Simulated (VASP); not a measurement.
# Pt (Fm-3m) in VASP: further runs

Pt is run at these levels: PBEsol; tasks: single point.

All numbers are computed with VASP 6.6.1; they aren't measurements. Logs are shortened: lines on timing, memory, paths and dates and some standing lists are left out, and cuts for length are marked.

### 1 The cell of the first run

It takes space group Fm-3m (No. 225, cubic). Conventional cell: a = 4.087 Å, b = 4.087 Å, c = 4.087 Å, α = 90.00°, β = 90.00°, γ = 90.00°. Within 3.8 Å of Pt (site symmetry m-3m) lie 12 Pt at 2.89 Å.

### 2 Single point, PBEsol, collinear spin (17.06 Å³/atom)

The input, INCAR:

```
SYSTEM = Pt
ALGO = Normal
EDIFF = 1E-6
ENCUT = 520
GGA = PS
ISIF = 2
ISMEAR = 0
ISPIN = 2
LASPH = .TRUE.
LCHARG = .FALSE.
LMAXMIX = 4
LORBIT = 11
LREAL = .FALSE.
LWAVE = .FALSE.
MAGMOM = 0.2
NBANDS = 15
NELM = 150
NUPDOWN = 0.2
PREC = Accurate
SIGMA = 0.15
```

The input, KPOINTS:

```
k-points
0
G
  22 22 22
  0 0 0
```

The input, POSCAR:

```
Pt
1.0
    0.0000000000      2.0434252976      2.0434252976
    2.0434252976      0.0000000000      2.0434252976
    2.0434252976      2.0434252976      0.0000000000
Pt
1
Direct
    0.0000000000      0.0000000000      0.0000000000
```

Potentials or basis: VASP PAW PBE potentials, release 64 (Pt).

Launch:

```console
> cat potpaw_PBE.64/Pt/POTCAR > POTCAR
> mpirun -np 1 vasp_std > vasp.out
```

OUTCAR:

```text
SYSTEM = Pt
   EDIFF = 1E-6
   ENCUT = 520
   GGA = PS
   ISIF = 2
   ISMEAR = 0
   ISPIN = 2
   LASPH = .TRUE.
   LORBIT = 11
   LREAL = .FALSE.
   NELM = 150
   NUPDOWN = 0.2
   PREC = Accurate

 ion  position               nearest neighbor table
   1  0.000  0.000  0.000-

  LATTYP: Found a face centered cubic cell.
 ALAT       =     4.0868505952

  Lattice vectors:

 A1 = (   0.0000000000,   2.0434252976,   2.0434252976)
 A2 = (   2.0434252976,   0.0000000000,   2.0434252976)
 A3 = (   2.0434252976,   2.0434252976,   0.0000000000)

Analysis of symmetry for initial positions (statically):
=====================================================================
 Subroutine PRICEL returns:
 Original cell was already a primitive cell.

 Routine SETGRP: Setting up the symmetry group for a
 face centered cubic supercell.

 Subroutine GETGRP returns: Found 48 space group operations
 (whereof 48 operations were pure point group operations)
 out of a pool of 48 trial point group operations.

The static configuration has the point symmetry O_h .

Analysis of symmetry for dynamics (positions and initial velocities):
=====================================================================
 Subroutine PRICEL returns:
 Original cell was already a primitive cell.

 Routine SETGRP: Setting up the symmetry group for a
 face centered cubic supercell.

 Subroutine GETGRP returns: Found 48 space group operations
 (whereof 48 operations were pure point group operations)
 out of a pool of 48 trial point group operations.

The dynamic configuration has the point symmetry O_h .

Analysis of structural, dynamic, and magnetic symmetry:
=====================================================================
 Subroutine PRICEL returns:
 Original cell was already a primitive cell.

 Routine SETGRP: Setting up the symmetry group for a
 face centered cubic supercell.

 Subroutine GETGRP returns: Found 48 space group operations
 (whereof 48 operations were pure point group operations)
 out of a pool of 48 trial point group operations.

The overall configuration has the point symmetry O_h .

 Subroutine INISYM returns: Found 48 space group operations
 (whereof 48 operations are pure point group operations),
 and found     1 'primitive' translations

----------------------------------------------------------------------------------------

                                     Primitive cell

  volume of cell :      17.0650

  direct lattice vectors                    reciprocal lattice vectors
     0.000000000  2.043425298  2.043425298    -0.244687193  0.244687193  0.244687193
     2.043425298  0.000000000  2.043425298     0.244687193 -0.244687193  0.244687193
[... 118 lines left out ...]
 maximum number of plane-waves:       477
 NGX is ok and might be reduce to    24
   NGX = 11   NGY = 11   NGZ = 11

 number of electron      10.0000000 magnetization       0.2000000

 Free energy of the ion-electron system (eV)
  ---------------------------------------------------
  ext. energy  EPLUGINS =         0.00000000
  ---------------------------------------------------
  free energy    TOTEN  =        -6.78411127 eV

  energy without entropy =       -6.76080707  energy(sigma->0) =       -6.77245917

 E-fermi :   8.8510     XC(G=0): -12.9055

 val. band max:        8.8914256963   @ k =  -0.3636   0.4091   0.1818
 cond. band min:       8.8512190342   @ k =  -0.4091   0.1818   0.0909
 fundamental gap:     -0.0402066621
 Fermi energy:         8.8915954277

 spin component 1

 k-point     1 :       0.0000    0.0000    0.0000
  band No.  band energies     occupation
      1      -0.1159      1.00000
      2       5.6946      1.00000
      3       5.6946      1.00000
      4       5.6946      1.00000
      5       7.4765      1.00000
      6       7.4765      1.00000
      7      23.7372      0.00000
      8      28.0037      0.00000
      9      28.0037      0.00000
     10      28.0037      0.00000
     11      32.8856      0.00000
     12      38.3762      0.00000
     13      38.3762      0.00000
     14      38.3762      0.00000
[... 403 lines left out ...]
      4       8.0121      1.00000
      5       8.7390      0.92488
      6       9.4908      0.00000
      7      13.9765      0.00000
      8      23.3781      0.00000
      9      26.5603      0.00000
     10      27.0065      0.00000
     11      34.9408      0.00000
     12      35.1501      0.00000
     13      36.4107      0.00000
     14      41.1070      0.00000
     15      41.3234      0.00000

 [... further k-points ...]

 spin component 2

 k-point     1 :       0.0000    0.0000    0.0000
  band No.  band energies     occupation
      1      -0.0857      1.00000
      2       5.8300      1.00000
      3       5.8300      1.00000
      4       5.8300      1.00000
      5       7.5993      1.00000
      6       7.5993      1.00000
      7      23.7558      0.00000
      8      28.0220      0.00000
      9      28.0220      0.00000
     10      28.0220      0.00000
     11      32.8804      0.00000
     12      38.4170      0.00000
     13      38.4170      0.00000
     14      38.4170      0.00000
[... 403 lines left out ...]
      4       8.0849      1.00000
      5       8.8846      0.37597
      6       9.5818      0.00000
      7      14.0823      0.00000
      8      23.3890      0.00000
      9      26.6026      0.00000
     10      27.0488      0.00000
     11      34.9694      0.00000
     12      35.1791      0.00000
     13      36.4466      0.00000
     14      41.2166      0.00000
     15      41.4444      0.00000

 [... further k-points ...]
[... 5 lines left out ...]
  --------------------------------------------------------------------------------------
  -------------------------------------------------------------------------------------
  Total       -2.7559668     -2.7559668     -2.7559668      0.0000000      0.0000000      0.0000000
  in kB     -258.7487534   -258.7487534   -258.7487534      0.0000000      0.0000000      0.0000000
  external PRESSURE =    -258.7487534 kB  Pullay stress =       0.0000000 kB

 VOLUME and BASIS-vectors are now :
 -----------------------------------------------------------------------------
  energy-cutoff  :      520.00
  volume of cell :       17.06
      direct lattice vectors                 reciprocal lattice vectors
     0.000000000  2.043425298  2.043425298    -0.244687193  0.244687193  0.244687193
     2.043425298  0.000000000  2.043425298     0.244687193 -0.244687193  0.244687193
     2.043425298  2.043425298  0.000000000     0.244687193  0.244687193 -0.244687193

 POSITION                                       TOTAL-FORCE (eV/Angst)
 -----------------------------------------------------------------------------------
      0.00000      0.00000      0.00000         0.000000      0.000000     -0.000000
 -----------------------------------------------------------------------------------
    total drift:                                0.000000      0.000000     -0.000000

  FREE ENERGIE OF THE ION-ELECTRON SYSTEM (eV)
  ---------------------------------------------------
  free  energy   TOTEN  =        -6.7841112722 eV

  energy  without entropy=       -6.7608070700  energy(sigma->0) =       -6.77245917

 total charge

# of ion       s       p       d       tot
------------------------------------------
    1        0.573   0.472   7.953   8.997

 magnetization (x)

# of ion       s       p       d       tot
------------------------------------------
    1       -0.001  -0.003   0.204   0.200
```

stdout:

```text
POSCAR found type information on POSCAR Pt
 POSCAR found :  1 types and       1 ions
 scaLAPACK will be used
 -----------------------------------------------------------------------------
|                                                                             |
|                                                                             |
|     You enforced a specific xc type in the INCAR file but a different       |
|     I HOPE YOU KNOW WHAT YOU ARE DOING!                                     |
|                                                                             |
 -----------------------------------------------------------------------------

 LDA part: xc-table for (Slater+PW92), standard interpolation
 POSCAR, INCAR and KPOINTS ok, starting setup
 FFT: planning ... GRIDC
 FFT: planning ... GRID_SOFT
 FFT: planning ... GRID
 WAVECAR not read
 entering main loop
```

Wall time 1.7 min (1 thread of AMD EPYC 9R45 (Zen 5), shared host); peak memory 0.22 GiB.

What came out:

```yaml
Free_energy: -6.7841 eV
Pressure: -25.9 GPa
Net_moment: 0.20 μB per cell
Site_moments: Pt +0.20 μB
Valence_electrons_inside_the_program's_atomic_spheres: Pt 9.00
```

Caveat: the cell stands under tension; the PAW data sets were made with another functional, which shifts forces and pressure a little; spin-orbit coupling is left out, which moves the levels of the heavy elements; the total moment is fixed, so each spin has its own Fermi level.

### 3 Single point, PBEsol, collinear spin (17.06 Å³/atom)

The input, INCAR:

```
SYSTEM = Pt
ALGO = Normal ; EDIFF = 1E-6
ENCUT = 520 ; GGA = PS
ISIF = 2 ; ISMEAR = 0
ISPIN = 2 ; LASPH = .TRUE.
LCHARG = .TRUE. ; LELF = .TRUE.
LMAXMIX = 4 ; LORBIT = 11
LREAL = .FALSE. ; LVHAR = .TRUE.
LWAVE = .FALSE. ; MAGMOM = 0.1
NBANDS = 15 ; NELM = 150
NUPDOWN = 0.1 ; PREC = Accurate
SIGMA = 0.15
```

KPOINTS is that of step 2.

POSCAR is that of step 2.

Potentials or basis: VASP PAW PBE potentials, release 64 (Pt).

Launch:

```console
> cat potpaw_PBE.64/Pt/POTCAR > POTCAR
> mpirun -np 1 vasp_std > vasp.out
```

OUTCAR:

```text
SYSTEM = Pt
   EDIFF = 1E-6
   ENCUT = 520
   GGA = PS
   ISIF = 2
   ISMEAR = 0
   ISPIN = 2
   LASPH = .TRUE.
   LORBIT = 11
   LREAL = .FALSE.
   NELM = 150
   NUPDOWN = 0.1
   PREC = Accurate

 ion  position               nearest neighbor table
   1  0.000  0.000  0.000-

  LATTYP: Found a face centered cubic cell.
 ALAT       =     4.0868505952

  Lattice vectors:

 A1 = (   0.0000000000,   2.0434252976,   2.0434252976)
 A2 = (   2.0434252976,   0.0000000000,   2.0434252976)
 A3 = (   2.0434252976,   2.0434252976,   0.0000000000)

Analysis of symmetry for initial positions (statically):
=====================================================================
 Subroutine PRICEL returns:
 Original cell was already a primitive cell.

 Routine SETGRP: Setting up the symmetry group for a
 face centered cubic supercell.

 Subroutine GETGRP returns: Found 48 space group operations
 (whereof 48 operations were pure point group operations)
 out of a pool of 48 trial point group operations.
[... 622 lines left out ...]
  band No.  band energies     occupation
      1      -0.0934      1.00000
      2       5.7950      1.00000
      3       5.7950      1.00000
      4       5.7950      1.00000
      5       7.5684      1.00000
      6       7.5684      1.00000
      7      23.7506      0.00000
      8      28.0178      0.00000
      9      28.0178      0.00000
     10      28.0178      0.00000
     11      32.8821      0.00000
     12      38.4063      0.00000
     13      38.4063      0.00000
     14      38.4063      0.00000
[... 403 lines left out ...]
      4       8.0669      1.00000
      5       8.8473      0.53237
      6       9.5580      0.00000
      7      14.0550      0.00000
      8      23.3863      0.00000
      9      26.5917      0.00000
     10      27.0379      0.00000
     11      34.9623      0.00000
     12      35.1718      0.00000
     13      36.4370      0.00000
     14      41.1895      0.00000
     15      41.4145      0.00000

 [... further k-points ...]
[... 5 lines left out ...]
  --------------------------------------------------------------------------------------
  -------------------------------------------------------------------------------------
  Total       -2.7671813     -2.7671813     -2.7671813      0.0000000      0.0000000      0.0000000
  in kB     -259.8016508   -259.8016508   -259.8016508      0.0000000      0.0000000      0.0000000
  external PRESSURE =    -259.8016508 kB  Pullay stress =       0.0000000 kB

 VOLUME and BASIS-vectors are now :
 -----------------------------------------------------------------------------
  energy-cutoff  :      520.00
  volume of cell :       17.06
      direct lattice vectors                 reciprocal lattice vectors
     0.000000000  2.043425298  2.043425298    -0.244687193  0.244687193  0.244687193
     2.043425298  0.000000000  2.043425298     0.244687193 -0.244687193  0.244687193
     2.043425298  2.043425298  0.000000000     0.244687193  0.244687193 -0.244687193

 POSITION                                       TOTAL-FORCE (eV/Angst)
 -----------------------------------------------------------------------------------
      0.00000      0.00000      0.00000         0.000000      0.000000      0.000000
 -----------------------------------------------------------------------------------
    total drift:                                0.000000      0.000000     -0.000000

  FREE ENERGIE OF THE ION-ELECTRON SYSTEM (eV)
  ---------------------------------------------------
  free  energy   TOTEN  =        -6.7855542710 eV

  energy  without entropy=       -6.7611675742  energy(sigma->0) =       -6.77336092

 total charge

# of ion       s       p       d       tot
------------------------------------------
    1        0.573   0.471   7.953   8.997

 magnetization (x)

# of ion       s       p       d       tot
------------------------------------------
    1       -0.000  -0.002   0.102   0.100
```

OSZICAR:

```text
N       E                     dE             d eps       ncg     rms          rms(c)
DAV:   1     0.413132584066E+02    0.41313E+02   -0.46495E+03 19855   0.574E+02
DAV:   2    -0.649550923134E+01   -0.47809E+02   -0.45444E+02 26050   0.149E+02
DAV:   3    -0.725103266546E+01   -0.75552E+00   -0.75171E+00 26365   0.170E+01
DAV:   4    -0.725400546691E+01   -0.29728E-02   -0.29726E-02 24771   0.124E+00
DAV:   5    -0.725402827757E+01   -0.22811E-04   -0.22810E-04 26541   0.954E-02    0.933E+00
DAV:   6    -0.681773418007E+01    0.43629E+00   -0.10482E+00 28304   0.614E+00    0.471E+00
DAV:   7    -0.678894754217E+01    0.28787E-01   -0.10246E-01 28479   0.183E+00    0.233E+00
DAV:   8    -0.678570729416E+01    0.32402E-02   -0.31690E-03 23530   0.399E-01    0.617E-01
DAV:   9    -0.678557906645E+01    0.12823E-03   -0.11479E-04 27584   0.694E-02    0.176E-01
DAV:  10    -0.678555214371E+01    0.26923E-04   -0.34064E-05 25336   0.397E-02    0.183E-02
DAV:  11    -0.678555397140E+01   -0.18277E-05   -0.11340E-06 25925   0.615E-03    0.536E-03
DAV:  12    -0.678555427097E+01   -0.29958E-06   -0.14697E-07 19185   0.254E-03
   1 F= -.67855543E+01 E0= -.67733609E+01  d E =-.243867E-01  mag=     0.1000
```

stdout:

```text
POSCAR found type information on POSCAR Pt
 POSCAR found :  1 types and       1 ions
 scaLAPACK will be used
 -----------------------------------------------------------------------------
|                                                                             |
|                                                                             |
|     You enforced a specific xc type in the INCAR file but a different       |
|     I HOPE YOU KNOW WHAT YOU ARE DOING!                                     |
|                                                                             |
 -----------------------------------------------------------------------------

 LDA part: xc-table for (Slater+PW92), standard interpolation
 POSCAR, INCAR and KPOINTS ok, starting setup
 FFT: planning ... GRIDC
 FFT: planning ... GRID_SOFT
 FFT: planning ... GRID
 WAVECAR not read
 entering main loop
```

Run time: 1.8 min. Hardware: 1 thread of AMD EPYC 9R45 (Zen 5), shared host; peak memory 0.22 GiB.

What came out:

| Quantity | Value |
| --- | --- |
| Free energy | -6.7856 eV |
| Pressure | -26.0 GPa |
| Net moment | 0.10 μB per cell |
| Site moments | Pt +0.10 μB |
| Valence electrons inside the program's atomic spheres | Pt 9.00 |

Caveat: the cell stands under tension; the PAW data sets were made with another functional, which shifts forces and pressure a little; spin-orbit coupling is left out, which moves the levels of the heavy elements; the total moment is fixed, so each spin has its own Fermi level.
